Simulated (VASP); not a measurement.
# ZrSc2N3 (P6/mmm) in VASP: single point with PBE

Aim: the single point of ZrSc2N3 with PBE.

Program: VASP 6.6.1. These are calculated values, not measurements. Logs are shortened: lines on timing, memory, paths and dates and some standing lists are left out, and cuts for length are marked.

**1. The cell of the first run**

The structure is hexagonal, space group P6/mmm (No. 191). The conventional cell has a = 5.641 Å, b = 5.641 Å, c = 2.892 Å, α = 90.00°, β = 90.00°, γ = 120.00°. Within 3.8 Å of Zr (site symmetry 6/mmm) lie 2 Zr at 2.89 Å and 12 N at 3.17 Å and 6 Sc at 3.26 Å. Sc (site symmetry -6m2) has 6 N at 2.18 Å and 2 Sc at 2.89 Å within 2.9 Å. Within 2.9 Å of N (site symmetry mmm) lie 4 Sc at 2.18 Å and 6 N at 2.82 to 2.89 Å.

**2. Single point, PBE**

The input, INCAR:

```
SYSTEM = ZrSc2N3
  PREC = Accurate
  ENCUT = 520
  EDIFF = 1E-6
  ISMEAR = 0
  SIGMA = 0.1
  LREAL = .False.
  LASPH = .True.
  NELM = 80
  ALGO = Normal
  ISIF = 2
  LWAVE = .False.
  LCHARG = .False.
  GGA = PE
  NBANDS = 34
```

The input, KPOINTS:

```
Automatic mesh
0
Gamma
  12 12 12
  0 0 0
```

The input, POSCAR:

```
ZrSc2N3
1.0
    5.6409828345      0.0000000000      0.0000000000
   -2.8204914172      4.8852344370      0.0000000000
    0.0000000000      0.0000000000      2.8915352933
Zr Sc N
1 2 3
Direct
    0.0000000000      0.0000000000      0.0000000000
    0.3333333333      0.6666666667      0.0000000000
    0.6666666667      0.3333333333      0.0000000000
    0.5000000000      0.0000000000      0.5000000000
    0.5000000000      0.5000000000      0.5000000000
    0.0000000000      0.5000000000      0.5000000000
```

Potentials or basis: VASP PAW PBE potentials, release 64 (Zr_sv, Sc_sv, N).

Run with:

```
$ cat potpaw_PBE.64/Zr_sv/POTCAR potpaw_PBE.64/Sc_sv/POTCAR potpaw_PBE.64/N/POTCAR > POTCAR
$ mpirun -np 1 vasp_std > vasp.out
```

OUTCAR:

```text
SYSTEM = ZrSc2N3
   PREC = Accurate
   ENCUT = 520
   EDIFF = 1E-6
   ISMEAR = 0
   LREAL = .False.
   LASPH = .True.
   NELM = 80
   ISIF = 2
   GGA = PE

 ion  position               nearest neighbor table
   1  0.000  0.000  0.000-   2 3.26   3 3.26   2 3.26   3 3.26   3 3.26   2 3.26
   2  0.333  0.667  0.000-   4 2.18   4 2.18   6 2.18   6 2.18   5 2.18   5 2.18   1 3.26   3 3.26
                             3 3.26   1 3.26   1 3.26   3 3.26
   3  0.667  0.333  0.000-   4 2.18   4 2.18   6 2.18   6 2.18   5 2.18   5 2.18   1 3.26   2 3.26
                             2 3.26   1 3.26   1 3.26   2 3.26
   4  0.500  0.000  0.500-   2 2.18   3 2.18   2 2.18   3 2.18
   5  0.500  0.500  0.500-   2 2.18   3 2.18   2 2.18   3 2.18
   6  0.000  0.500  0.500-   2 2.18   3 2.18   2 2.18   3 2.18

  LATTYP: Found a hexagonal cell.
 ALAT       =     5.6409828345
 C/A-ratio  =     0.5125942372

  Lattice vectors:

 A1 = (   5.6409828345,   0.0000000000,   0.0000000000)
 A2 = (  -2.8204914172,   4.8852344370,   0.0000000000)
 A3 = (   0.0000000000,   0.0000000000,   2.8915352933)

Analysis of symmetry for initial positions (statically):
=====================================================================
 Subroutine PRICEL returns:
 Original cell was already a primitive cell.

 Routine SETGRP: Setting up the symmetry group for a
 hexagonal supercell.

 Subroutine GETGRP returns: Found 24 space group operations
 (whereof 24 operations were pure point group operations)
 out of a pool of 24 trial point group operations.

The static configuration has the point symmetry D_6h.

Analysis of symmetry for dynamics (positions and initial velocities):
=====================================================================
 Subroutine PRICEL returns:
 Original cell was already a primitive cell.

 Routine SETGRP: Setting up the symmetry group for a
 hexagonal supercell.

 Subroutine GETGRP returns: Found 24 space group operations
 (whereof 24 operations were pure point group operations)
 out of a pool of 24 trial point group operations.

The dynamic configuration has the point symmetry D_6h.

 Subroutine INISYM returns: Found 24 space group operations
 (whereof 24 operations are pure point group operations),
 and found     1 'primitive' translations

----------------------------------------------------------------------------------------

                                     Primitive cell

  volume of cell :      79.6836

  direct lattice vectors                    reciprocal lattice vectors
     5.640982834  0.000000000  0.000000000     0.177274073  0.102349233  0.000000000
    -2.820491417  4.885234437  0.000000000     0.000000000  0.204698467  0.000000000
     0.000000000  0.000000000  2.891535293     0.000000000  0.000000000  0.345837038

  length of vectors
     5.640982834  5.640982834  2.891535293     0.204698467  0.204698467  0.345837038

  position of ions in fractional coordinates (direct lattice)
     0.000000000  0.000000000  0.000000000
     0.333333333  0.666666667  0.000000000
     0.666666667  0.333333333  0.000000000
     0.500000000  0.000000000  0.500000000
     0.500000000  0.500000000  0.500000000
     0.000000000  0.500000000  0.500000000

  ion indices of the primitive-cell ions
   primitive index   ion index
                 1           1
                 2           2
                 3           3
                 4           4
                 5           5
                 6           6

----------------------------------------------------------------------------------------

 KPOINTS: Automatic mesh

Automatic generation of k-mesh.
 Grid dimensions read from file:
 generate k-points for:   12   12   12

 Generating k-lattice:

  Cartesian coordinates                     Fractional coordinates (reciprocal lattice)
     0.014772839  0.008529103  0.000000000     0.083333333  0.000000000  0.000000000
     0.000000000  0.017058206  0.000000000     0.000000000  0.083333333  0.000000000
     0.000000000  0.000000000  0.028819753     0.000000000  0.000000000  0.083333333

  Length of vectors
     0.017058206  0.017058206  0.028819753

  Shift w.r.t. Gamma in fractional coordinates (k-lattice)
     0.000000000  0.000000000  0.000000000

 Subroutine IBZKPT returns following result:
 ===========================================

 Found    133 irreducible k-points:

 Following reciprocal coordinates:
            Coordinates               Weight
  0.000000  0.000000  0.000000      1.000000
  0.083333 -0.000000  0.000000      6.000000
  0.166667  0.000000  0.000000      6.000000
  0.250000  0.000000  0.000000      6.000000
  0.333333 -0.000000  0.000000      6.000000
  0.416667 -0.000000  0.000000      6.000000
[... 16 lines left out ...]
  0.250000  0.000000  0.083333     12.000000
  0.333333 -0.000000  0.083333     12.000000
 [... further k-points ...]
   k-points           NKPTS =    133   k-points in BZ     NKDIM =    133   number of bands    NBANDS=     34
   number of dos      NEDOS =    301   number of ions     NIONS =      6
   total plane-waves  NPLWV =  42336
   dimension x,y,z NGX =    42 NGY =   42 NGZ =   24
   dimension x,y,z NGXF=    84 NGYF=   84 NGZF=   48
   ions per type =               1   2   3
   NGX,Y,Z   is equivalent  to a cutoff of  12.38, 12.38, 13.80 a.u.
   NGXF,Y,Z  is equivalent  to a cutoff of  24.76, 24.76, 27.60 a.u.
 SYSTEM =  ZrSc2N3
   PREC   = accura    normal or accurate (medium, high low for compatibility)
   ISTART =      0    job   : 0-new  1-cont  2-samecut
   ICHARG =      2    charge: 1-file 2-atom 10-const
   ISPIN  =      1    spin polarized calculation?
   LNONCOLLINEAR =      F non collinear calculations
   LSORBIT =      F    spin-orbit coupling
   LASPH  =      T    aspherical Exc in radial PAW
   ENCUT  =  520.0 eV  38.22 Ry    6.18 a.u.  10.49 10.49  5.38*2*pi/ulx,y,z
   NELM   =     80;   NELMIN=  2; NELMDL= -5     # of ELM steps
   EDIFF  = 0.1E-05   stopping-criterion for ELM
   LREAL  =      F    real-space projection
   EDIFFG = 0.1E-04   stopping-criterion for IOM
   NSW    =      0    number of steps for IOM
   IBRION =     -1    ionic relax: 0-MD 1-quasi-New 2-CG
   NFREE  =      0    steps in history (QN), initial steepest desc. (CG)
   ISIF   =      2    stress and relaxation
   ISYM   =      2    0-nonsym 1-usesym 2-fastsym
   POTIM  = 0.5000    time-step for ionic-motion
   TEBEG  =    0.0;   TEEND  =   0.0 temperature during run
   PSTRESS=    0.0 pullay stress
   NELECT =      49.0000    total number of electrons
   NUPDOWN=      -1.0000    fix difference up-down
   EMIN   =  10.00;   EMAX   =-10.00  energy-range for DOS
   EFERMI =   0.00;   METHOD = LEGACY
   ISMEAR =     0;   SIGMA  =   0.10  broadening in eV -4-tet -1-fermi 0-gaus
   EFERMI_NEDOS =   21; number of points for ismear=-14 and -15
   IALGO  =     38    algorithm
   IMIX   =      4    mixing-type and parameters
     AMIX     =   0.40;   BMIX     =  1.00
     AMIX_MAG =   1.60;   BMIX_MAG =  1.00
  volume/ion in A,a.u.               =      13.28        89.62
  Fermi-wavevector in a.u.,A,eV,Ry     =   1.392143  2.630769 26.368950  1.938063
  Thomas-Fermi vector in A             =   2.515914
   LORBIT       =      0    0 simple, 1 ext, 2 COOP (PROOUT), +10 PAW based schemes
   GGA     = PE    functional components
   LHFCALC =     F    Hartree Fock is set to
   AEXX    =    0.0000 exact exchange contribution
   IVDW    =     0    specifies the selected vdW correction
   LEPSILON=     F    determine dielectric tensor
   LRPA    =     F    only Hartree local field effects (RPA)
 non-spin polarized calculation
 Gauss-broadening in eV      SIGMA  =   0.10
  energy-cutoff  :      520.00
  volume of cell :       79.68
 maximum number of plane-waves:      2168
 NGX is ok and might be reduce to    42
   NGX = 21   NGY = 21   NGZ = 11

 number of electron      48.9999996 magnetization

 Free energy of the ion-electron system (eV)
  ---------------------------------------------------
  ext. energy  EPLUGINS =         0.00000000
  ---------------------------------------------------
  free energy    TOTEN  =       -49.25867960 eV

  energy without entropy =      -49.24461273  energy(sigma->0) =      -49.25164616

 E-fermi :   6.2417     XC(G=0): -11.4029

 val. band max:        6.2390634246   @ k =   0.1667   0.0000   0.0000
 cond. band min:       6.2482017810   @ k =   0.3333  -0.0000   0.0000
 fundamental gap:      0.0091383564
 Fermi energy:         6.2416612858

 k-point     1 :       0.0000    0.0000    0.0000
  band No.  band energies     occupation
      1     -44.0226      2.00000
      2     -41.2313      2.00000
      3     -41.1883      2.00000
      4     -22.1028      2.00000
      5     -22.1028      2.00000
      6     -21.2023      2.00000
[... 26 lines left out ...]
     33      10.6378      0.00000
     34      11.1174      0.00000

 k-point     2 :       0.0833   -0.0000    0.0000
  band No.  band energies     occupation
      1     -44.0226      2.00000
      2     -41.2307      2.00000
      3     -41.1890      2.00000
      4     -22.1032      2.00000
      5     -22.1025      2.00000
      6     -21.2023      2.00000
[... 26 lines left out ...]
     33      10.6798      0.00000
     34      11.2137      0.00000

 k-point     3 :       0.1667    0.0000    0.0000
  band No.  band energies     occupation
      1     -44.0225      2.00000
      2     -41.2289      2.00000
      3     -41.1909      2.00000
      4     -22.1044      2.00000
      5     -22.1018      2.00000
      6     -21.2023      2.00000
[... 26 lines left out ...]
     33      10.7977      0.00000
     34      11.3296      0.00000
[... 704 lines left out ...]
 k-point    23 :       0.2500    0.0000    0.0833
  band No.  band energies     occupation
      1     -44.0132      2.00000
      2     -41.2197      2.00000
      3     -41.1878      2.00000
      4     -22.0969      2.00000
      5     -22.0915      2.00000
      6     -21.2848      2.00000
[... 26 lines left out ...]
     33      11.0158      0.00000
     34      11.2731      0.00000

 k-point    24 :       0.3333   -0.0000    0.0833
  band No.  band energies     occupation
      1     -44.0132      2.00000
      2     -41.2162      2.00000
      3     -41.1914      2.00000
      4     -22.0985      2.00000
      5     -22.0901      2.00000
      6     -21.2847      2.00000
[... 26 lines left out ...]
     33      11.1267      0.00000
     34      11.1996      0.00000

 [... further k-points ...]
[... 5 lines left out ...]
  --------------------------------------------------------------------------------------
  -------------------------------------------------------------------------------------
  Total        0.3015703      0.3015703      0.4810588      0.0000000      0.0000000      0.0000000
  in kB        6.0635988      6.0635988      9.6725290      0.0000000      0.0000000      0.0000000
  external PRESSURE =       7.2665755 kB  Pullay stress =       0.0000000 kB

 VOLUME and BASIS-vectors are now :
 -----------------------------------------------------------------------------
  energy-cutoff  :      520.00
  volume of cell :       79.68
      direct lattice vectors                 reciprocal lattice vectors
     5.640982834  0.000000000  0.000000000     0.177274073  0.102349233  0.000000000
    -2.820491417  4.885234437  0.000000000     0.000000000  0.204698467  0.000000000
     0.000000000  0.000000000  2.891535293     0.000000000  0.000000000  0.345837038

 POSITION                                       TOTAL-FORCE (eV/Angst)
 -----------------------------------------------------------------------------------
      0.00000      0.00000      0.00000        -0.000000      0.000000      0.000000
     -0.00000      3.25682      0.00000         0.000000      0.000000      0.000000
      2.82049      1.62841      0.00000        -0.000000      0.000000      0.000000
      2.82049      0.00000      1.44577        -0.000000      0.000000      0.000000
      1.41025      2.44262      1.44577        -0.000000      0.000000      0.000000
     -1.41025      2.44262      1.44577        -0.000000      0.000000      0.000000
 -----------------------------------------------------------------------------------
    total drift:                               -0.000000      0.000000      0.000000

  FREE ENERGIE OF THE ION-ELECTRON SYSTEM (eV)
  ---------------------------------------------------
  free  energy   TOTEN  =       -49.2586795970 eV

  energy  without entropy=      -49.2446127262  energy(sigma->0) =      -49.25164616
```

Wall time 15 min (1 thread of Intel Xeon 8259CL, shared host); peak memory 0.44 GiB.

Results:

| Item | Value |
| --- | --- |
| Free energy | -49.2587 eV |
| Pressure | 0.7 GPa |
| Band gap on the k mesh | zero (an odd number of electrons rules out a gap without spin polarisation) |
